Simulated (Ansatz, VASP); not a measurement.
## SnGe3Se4 in VASP and in Ansatz

INCAR

```
SYSTEM = SnGe3Se4
  PREC = Accurate
  ENCUT = 600
  EDIFF = 1E-6
  ISMEAR = 0
  SIGMA = 0.1
  LREAL = .FALSE.
  LASPH = .TRUE.
  NELM = 80
  ALGO = Normal
  ISIF = 3
  LWAVE = .FALSE.
  LCHARG = .FALSE.
  GGA = PE
  IBRION = 2
  NSW = 90
  EDIFFG = -0.04
```

The input KPOINTS:

```
Automatic mesh
0
G
  4 4 2
  0 0 0
```

The input POSCAR:

```
SnGe3Se4
1.0
    4.1279365000      0.0000000000      0.0000000000
    0.0000000000      5.8377837800      0.0000000000
    0.0000000000      0.0000000000      8.2558729900
Sn Ge Se
1 3 4
Direct
    0.5000000000      0.5000000000      0.0000000000
    0.0000000000      0.0000000000      0.7500000000
    0.0000000000      0.0000000000      0.2500000000
    0.5000000000      0.5000000000      0.5000000000
    0.0000000000      0.5000000000      0.7500000000
    0.5000000000      0.0000000000      0.0000000000
    0.0000000000      0.5000000000      0.2500000000
    0.5000000000      0.0000000000      0.5000000000
```

Input for Ansatz:

```yaml
crystal:
  lattice:
    - [4.1279365, 0.0, 0.0]
    - [0.0, 5.83778378, 0.0]
    - [0.0, 0.0, 8.25587299]
  atoms:
    - { symbol: Sn, position: [0.5, 0.5, 0.0] }
    - { symbol: Ge, position: [0.0, 0.0, 0.75] }
    - { symbol: Ge, position: [0.0, 0.0, 0.25] }
    - { symbol: Ge, position: [0.5, 0.5, 0.5] }
    - { symbol: Se, position: [0.0, 0.5, 0.75] }
    - { symbol: Se, position: [0.5, 0.0, 0.0] }
    - { symbol: Se, position: [0.0, 0.5, 0.25] }
    - { symbol: Se, position: [0.5, 0.0, 0.5] }
basis:
  ecutwfc: 420
kpoints:
  mp_grid: { grid: [4, 4, 2] }
hamiltonian:
  xc: pbe
scf:
  occupations: { method: gaussian, width: 0.1 }
  lower_state_search: "off"
output:
  forces: true
  stress: true
  eigenvalues: true
relax:
  adjacent_minimum: "off"
  f_tol: 0.04
  max_steps: 70
  cell: { stress_tol: 0.4 }
```

Alike in both runs: task relaxation of cell and atoms; functional PBE; k mesh 4 × 4 × 2; occupations gaussian, width 0.1 eV; no spin polarisation.

|  | VASP | Ansatz |
| --- | --- | --- |
| version | VASP 6.6.1 | Ansatz 0.2.0 |
| potentials or method | VASP PAW PBE potentials, release 64 (Sn_d, Ge_d, Se), cutoff 600 eV | scalar-relativistic, plane waves, PAW |
| valence electrons in the cell | 80 | 120 |

|  | VASP | Ansatz | Ansatz less VASP |
| --- | --- | --- | --- |
| gap on the k mesh at the Fermi level, each at its own relaxed structure (eV) | none | none | - |
| relaxed volume (Å³/atom) | 23.88 | 23.86 | -0.015 |
| relaxed length of the cell vector where the two differ most in proportion (Å) | 4.065 | 4.061 | -0.0036 |

A gap of «none» marks a metal or a gap that the smearing closes. VASP's potentials hold 80 valence electrons a cell and Ansatz's 120, so a difference there can come from the potentials and not from the codes.

The k mesh is coarse, so the values compare programs but aren't converged.
